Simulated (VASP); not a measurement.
Wanted: the native input for a VASP 6.6.1 run.

```
Task                   : single point
Functional             : PBE
Potentials or basis    : VASP PAW PBE potentials, release 64 (Fe, O)
Cutoff                 : 520 eV
k mesh                 : 8 × 8 × 8
Occupations            : gaussian, width 0.05 eV
Spin                   : collinear spin, antiferromagnetic start
Starting moments       : [3.78, -3.78, -0.07, 0.07] μB
Hubbard terms          : Fe d U = 3.0 eV
Dipole correction      : no
Further INCAR settings : ALGO = Normal; EDIFF = 1e-06; NBANDS = 26
```

The structure of FeO lies in POSCAR:

```
FeO
1.0
    1.5176821100      0.8762341800      2.5157945800
   -1.5176821100     -0.8762341700      5.0315891600
    0.0000000000     -3.5049367000      5.0315891600
Fe O
2 2
Direct
    0.0000000000      0.0000000000      0.0000000000
    0.0000000000      0.0000000000      0.5000000000
    0.5000000000      0.5000000000      0.0000000000
    0.5000000000      0.5000000000      0.5000000000
```

These files were run (other wordings do the same):

INCAR

```
SYSTEM = FeO
ALGO = Normal
EDIFF = 1E-6
ENCUT = 520
GGA = PE
ISIF = 2
ISMEAR = 0
ISPIN = 2
LASPH = .True.
LCHARG = .False.
LDAU = .True.
LDAUJ = 0 0
LDAUL = 2 -1
LDAUPRINT = 1
LDAUTYPE = 2
LDAUU = 3 0
LMAXMIX = 4
LORBIT = 11
LREAL = .False.
LWAVE = .False.
MAGMOM = 3.78 -3.78 -0.07 0.07
NBANDS = 26
NELM = 150
PREC = Accurate
SIGMA = 0.05
```

KPOINTS

```
k-points
0
Gamma
  8 8 8
  0 0 0
```

Potentials or basis: VASP PAW PBE potentials, release 64 (Fe, O).

Run with:

```bash
$ cat potpaw_PBE.64/Fe/POTCAR potpaw_PBE.64/O/POTCAR > POTCAR
$ mpirun -np 1 vasp_std > vasp.out
```

Results of the run:

```
Pressure                                              : 4.0 GPa
Band gap on the k mesh                                : zero (filled and empty bands overlap)
Net moment                                            : 0.00 μB per cell
Site moments                                          : Fe +3.72, -3.72; O -0.06, +0.06 μB
Valence electrons inside the program's atomic spheres : Fe 6.75; O 5.01
```

Caveat: the cell stands under pressure.

It took 11 min on 1 thread of Intel(R) Xeon(R) Platinum 8488C (Sapphire Rapids), on a shared host, peak memory 0.42 GiB.
